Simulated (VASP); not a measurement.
# Cd (P6_3/mmc) in VASP: a series of runs, part 2 of 2

VASP 6.6.1. The steps go on from the part before.

## Step 4: Single point, PBEsol (volume scaled by 0.7)

File INCAR:

```
SYSTEM = Cd
  ALGO = Normal
  EDIFF = 1E-6
  ENCUT = 520
  GGA = PS
  ISIF = 2
  ISMEAR = -1
  LASPH = .TRUE.
  LCHARG = .FALSE.
  LREAL = .FALSE.
  LWAVE = .FALSE.
  NBANDS = 19
  NELM = 100
  PREC = Accurate
  SIGMA = 0.05
```

File KPOINTS:

```
k-points
0
G
  14 14 8
  0 0 0
```

File POSCAR:

```
Cd
1.0
    2.7226046761      0.0000000000      0.0000000000
   -1.3613023380      2.3578448139      0.0000000000
    0.0000000000      0.0000000000      4.5292610006
Cd
2
Direct
    0.3333333333      0.6666666667      0.2500000000
    0.6666666667      0.3333333333      0.7500000000
```

Potentials or basis: VASP PAW PBE potentials, release 64 (Cd).

Command:

```bash
$ cat potpaw_PBE.64/Cd/POTCAR > POTCAR
$ mpirun -np 1 vasp_std > vasp.out
```

OUTCAR:

```text
SYSTEM = Cd
   EDIFF = 1E-6
   ENCUT = 520
   GGA = PS
   ISIF = 2
   ISMEAR = -1
   LASPH = .TRUE.
   LREAL = .FALSE.
   NELM = 100
   PREC = Accurate

 ion  position               nearest neighbor table
   1  0.333  0.667  0.250-   2 2.76   2 2.76   2 2.76   2 2.76   2 2.76   2 2.76
   2  0.667  0.333  0.750-   1 2.76   1 2.76   1 2.76   1 2.76   1 2.76   1 2.76

  LATTYP: Found a hexagonal cell.
 ALAT       =     2.7226046761
 C/A-ratio  =     1.6635764422

  Lattice vectors:

 A1 = (   2.7226046761,   0.0000000000,   0.0000000000)
 A2 = (  -1.3613023380,   2.3578448139,   0.0000000000)
 A3 = (   0.0000000000,   0.0000000000,   4.5292610006)

Analysis of symmetry for initial positions (statically):
=====================================================================
 Subroutine PRICEL returns:
 Original cell was already a primitive cell.

 Routine SETGRP: Setting up the symmetry group for a
 hexagonal supercell.

 Subroutine GETGRP returns: Found 24 space group operations
 (whereof 12 operations were pure point group operations)
 out of a pool of 24 trial point group operations.

The static configuration has the point symmetry D_3d.
 The point group associated with its full space group is D_6h.

Analysis of symmetry for dynamics (positions and initial velocities):
=====================================================================
 Subroutine PRICEL returns:
 Original cell was already a primitive cell.

 Routine SETGRP: Setting up the symmetry group for a
 hexagonal supercell.

 Subroutine GETGRP returns: Found 24 space group operations
 (whereof 12 operations were pure point group operations)
 out of a pool of 24 trial point group operations.

The dynamic configuration has the point symmetry D_3d.
 The point group associated with its full space group is D_6h.

 Subroutine INISYM returns: Found 24 space group operations
 (whereof 12 operations are pure point group operations),
 and found     1 'primitive' translations

----------------------------------------------------------------------------------------

                                     Primitive cell

  volume of cell :      29.0755

  direct lattice vectors                    reciprocal lattice vectors
     2.722604676  0.000000000  0.000000000     0.367295336  0.212058061  0.000000000
    -1.361302338  2.357844814  0.000000000     0.000000000  0.424116123  0.000000000
     0.000000000  0.000000000  4.529261001     0.000000000  0.000000000  0.220786570

  length of vectors
     2.722604676  2.722604676  4.529261001     0.424116123  0.424116123  0.220786570

  position of ions in fractional coordinates (direct lattice)
     0.333333333  0.666666667  0.250000000
     0.666666667  0.333333333  0.750000000

  ion indices of the primitive-cell ions
   primitive index   ion index
                 1           1
                 2           2

----------------------------------------------------------------------------------------

 KPOINTS: k-points

Automatic generation of k-mesh.
 Grid dimensions read from file:
 generate k-points for:   14   14    8

 Generating k-lattice:

  Cartesian coordinates                     Fractional coordinates (reciprocal lattice)
     0.026235381  0.015147004  0.000000000     0.071428571  0.000000000  0.000000000
     0.000000000  0.030294009  0.000000000     0.000000000  0.071428571  0.000000000
     0.000000000  0.000000000  0.027598321     0.000000000  0.000000000  0.125000000

  Length of vectors
     0.030294009  0.030294009  0.027598321

  Shift w.r.t. Gamma in fractional coordinates (k-lattice)
     0.000000000  0.000000000  0.000000000

 Subroutine IBZKPT returns following result:
 ===========================================

 Found    120 irreducible k-points:

 Following reciprocal coordinates:
            Coordinates               Weight
  0.000000  0.000000  0.000000      1.000000
  0.071429  0.000000  0.000000      6.000000
  0.142857  0.000000  0.000000      6.000000
  0.214286  0.000000  0.000000      6.000000
  0.285714  0.000000  0.000000      6.000000
  0.357143  0.000000  0.000000      6.000000
[... 16 lines left out ...]
  0.285714  0.285714  0.000000      6.000000
  0.357143  0.285714  0.000000      6.000000
 [... further k-points ...]
   k-points           NKPTS =    120   k-points in BZ     NKDIM =    120   number of bands    NBANDS=     19
   number of dos      NEDOS =    301   number of ions     NIONS =      2
   total plane-waves  NPLWV =  14400
   dimension x,y,z NGX =    20 NGY =   20 NGZ =   36
   dimension x,y,z NGXF=    40 NGYF=   40 NGZF=   72
   ions per type =               2
   NGX,Y,Z   is equivalent  to a cutoff of  12.21, 12.21, 13.21 a.u.
   NGXF,Y,Z  is equivalent  to a cutoff of  24.42, 24.42, 26.43 a.u.
 SYSTEM =  Cd
   PREC   = accura    normal or accurate (medium, high low for compatibility)
   ISTART =      0    job   : 0-new  1-cont  2-samecut
   ICHARG =      2    charge: 1-file 2-atom 10-const
   ISPIN  =      1    spin polarized calculation?
   LNONCOLLINEAR =      F non collinear calculations
   LSORBIT =      F    spin-orbit coupling
   LASPH  =      T    aspherical Exc in radial PAW
   ENCUT  =  520.0 eV  38.22 Ry    6.18 a.u.   5.06  5.06  8.42*2*pi/ulx,y,z
   NELM   =    100;   NELMIN=  2; NELMDL= -5     # of ELM steps
   EDIFF  = 0.1E-05   stopping-criterion for ELM
   LREAL  =      F    real-space projection
   EDIFFG = 0.1E-04   stopping-criterion for IOM
   NSW    =      0    number of steps for IOM
   IBRION =     -1    ionic relax: 0-MD 1-quasi-New 2-CG
   NFREE  =      0    steps in history (QN), initial steepest desc. (CG)
   ISIF   =      2    stress and relaxation
   ISYM   =      2    0-nonsym 1-usesym 2-fastsym
   POTIM  = 0.5000    time-step for ionic-motion
   TEBEG  =    0.0;   TEEND  =   0.0 temperature during run
   PSTRESS=    0.0 pullay stress
   NELECT =      24.0000    total number of electrons
   NUPDOWN=      -1.0000    fix difference up-down
   EMIN   =  10.00;   EMAX   =-10.00  energy-range for DOS
   EFERMI =   0.00;   METHOD = LEGACY
   ISMEAR =    -1;   SIGMA  =   0.05  broadening in eV -4-tet -1-fermi 0-gaus
   EFERMI_NEDOS =   21; number of points for ismear=-14 and -15
   IALGO  =     38    algorithm
   IMIX   =      4    mixing-type and parameters
     AMIX     =   0.40;   BMIX     =  1.00
     AMIX_MAG =   1.60;   BMIX_MAG =  1.00
  volume/ion in A,a.u.               =      14.54        98.11
  Fermi-wavevector in a.u.,A,eV,Ry     =   1.535688  2.902029 32.087112  2.358336
  Thomas-Fermi vector in A             =   2.642441
   LORBIT       =      0    0 simple, 1 ext, 2 COOP (PROOUT), +10 PAW based schemes
   GGA     = PS    functional components
   LHFCALC =     F    Hartree Fock is set to
   AEXX    =    0.0000 exact exchange contribution
   IVDW    =     0    specifies the selected vdW correction
   LEPSILON=     F    determine dielectric tensor
   LRPA    =     F    only Hartree local field effects (RPA)
 non-spin polarized calculation
  energy-cutoff  :      520.00
  volume of cell :       29.08
 maximum number of plane-waves:       795
   NGX = 11   NGY = 11   NGZ = 17

 number of electron      23.9999997 magnetization

 Free energy of the ion-electron system (eV)
  ---------------------------------------------------
  ext. energy  EPLUGINS =         0.00000000
  ---------------------------------------------------
  free energy    TOTEN  =        -0.77854481 eV

  energy without entropy =       -0.77594196  energy(sigma->0) =       -0.77724338

 E-fermi :   7.1198     XC(G=0): -13.4993

 val. band max:        7.0697725297   @ k =   0.2857   0.0714   0.0000
 cond. band min:       7.1712512656   @ k =   0.2143   0.1429   0.0000
 fundamental gap:      0.1014787359
 Fermi energy:         7.1197769334

 k-point     1 :       0.0000    0.0000    0.0000
  band No.  band energies     occupation
      1      -6.1104      2.00000
      2      -5.7630      2.00000
      3      -4.4345      2.00000
      4      -4.2546      2.00000
      5      -4.2546      2.00000
      6      -4.0345      2.00000
[... 11 lines left out ...]
     18      23.5034      0.00000
     19      25.6403      0.00000

 k-point     2 :       0.0714    0.0000    0.0000
  band No.  band energies     occupation
      1      -5.9509      2.00000
      2      -5.6799      2.00000
      3      -4.4816      2.00000
      4      -4.2070      2.00000
      5      -4.1729      2.00000
      6      -4.0591      2.00000
[... 476 lines left out ...]
 k-point    24 :       0.3571    0.2857    0.0000
  band No.  band energies     occupation
      1      -5.4029      2.00000
      2      -4.8736      2.00000
      3      -4.7272      2.00000
      4      -4.3120      2.00000
      5      -4.2477      2.00000
      6      -4.1842      2.00000
[... 11 lines left out ...]
     18      15.4887      0.00000
     19      16.0937      0.00000

 [... further k-points ...]
[... 5 lines left out ...]
  --------------------------------------------------------------------------------------
  -------------------------------------------------------------------------------------
  Total       11.0460937     11.0460937     11.0343035      0.0000000      0.0000000      0.0000000
  in kB      608.6843774    608.6843774    608.0346874      0.0000000      0.0000000      0.0000000
  external PRESSURE =     608.4678140 kB  Pullay stress =       0.0000000 kB

 VOLUME and BASIS-vectors are now :
 -----------------------------------------------------------------------------
  energy-cutoff  :      520.00
  volume of cell :       29.08
      direct lattice vectors                 reciprocal lattice vectors
     2.722604676  0.000000000  0.000000000     0.367295336  0.212058061  0.000000000
    -1.361302338  2.357844814  0.000000000     0.000000000  0.424116123  0.000000000
     0.000000000  0.000000000  4.529261001     0.000000000  0.000000000  0.220786570

 POSITION                                       TOTAL-FORCE (eV/Angst)
 -----------------------------------------------------------------------------------
     -0.00000      1.57190      1.13232        -0.000000      0.000000      0.000000
      1.36130      0.78595      3.39695         0.000000      0.000000      0.000000
 -----------------------------------------------------------------------------------
    total drift:                               -0.000000      0.000000      0.000000

  FREE ENERGIE OF THE ION-ELECTRON SYSTEM (eV)
  ---------------------------------------------------
  free  energy   TOTEN  =        -0.7785448100 eV

  energy  without entropy=       -0.7759419556  energy(sigma->0) =       -0.77724338
```

stdout:

```text
POSCAR found type information on POSCAR Cd
 POSCAR found :  1 types and       2 ions
 scaLAPACK will be used
 -----------------------------------------------------------------------------
|                                                                             |
|                                                                             |
|     You enforced a specific xc type in the INCAR file but a different       |
|     I HOPE YOU KNOW WHAT YOU ARE DOING!                                     |
|                                                                             |
 -----------------------------------------------------------------------------

 LDA part: xc-table for (Slater+PW92), standard interpolation
 POSCAR, INCAR and KPOINTS ok, starting setup
 FFT: planning ... GRIDC
 FFT: planning ... GRID_SOFT
 FFT: planning ... GRID
 WAVECAR not read
 entering main loop
```

Wall time 17 s (1 thread of Intel Xeon 6975P-C (Granite Rapids), shared host); peak memory 0.17 GiB.

What came out:

```yaml
Free_energy: -0.7785 eV
Pressure: 60.8 GPa
Band_gap_on_the_k_mesh: zero (band 12 reaches 8.02 eV, above the bottom of band 13 at 5.79 eV)
```

Caveat: the PAW data sets were made with another functional, which shifts forces and pressure a little.
